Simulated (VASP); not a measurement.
Crystal: InSb.

```
In Sb
1.0
     0.00000    3.23557    3.23557
     3.23557    0.00000    3.23557
     3.23557    3.23557    0.00000
In Sb
1 1
Direct
  0.00000 0.00000 0.00000
  0.25000 0.25000 0.25000
```

This cell differs from its parent crystal: strain -1.3%.

Base run:

```yaml
Program: VASP 6.6.1
Functional: r2SCAN
Potentials_or_basis: VASP PAW PBE potentials, release 64 (In_d, Sb_d_GW)
Cutoff: 550 eV
k_mesh: 6 × 6 × 6
Occupations: fermi-dirac, width 0.02 eV
Spin: no spin polarisation
```

Its results: band gap on the k mesh 0.26 eV; pressure 1.8 GPa.

Q: The run is repeated on the same cell with these changes: functional from r2SCAN to HSE06; cutoff from 550 eV to 400 eV; k mesh from 6 × 6 × 6 to 4 × 4 × 4. What comes out?

A: Band gap on the k mesh 0.56 eV; pressure 1.6 GPa.

Several settings changed at once.

Caveats: some runs use coarse meshes; the PAW data sets were made with another functional, which shifts forces and pressure a little; spin-orbit coupling is left out, which moves the levels of the heavy elements; semilocal functionals underestimate gaps, and a narrow one can read as zero (at least some runs).

